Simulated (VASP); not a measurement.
Ge:

```
CELL_PARAMETERS angstrom
0.00000 2.81478 2.81478
2.81478 0.00000 2.81478
2.81478 2.81478 0.00000
ATOMIC_POSITIONS crystal
Ge 0.50000 0.50000 0.50000
Ge 0.75000 0.75000 0.75000
```

Program: VASP 6.6.1. Alike in all runs: task single point; level LDA; potentials or basis VASP PAW LDA potentials, release 64 (Ge_d); no spin polarisation; cell as given; cutoff (eV) 520.

Question: Order these runs on this cell by their pressure, lowest first.
A. k mesh 3 × 3 × 3; smearing fermi-dirac 0.05 eV
B. k mesh 2 × 2 × 2; smearing fermi-dirac 0.05 eV
C. k mesh 10 × 10 × 10; smearing fermi-dirac 0.01 eV

Answer: C (-0.1 GPa), A (2.4 GPa), B (11.4 GPa).

Caveats: some runs use coarse meshes.
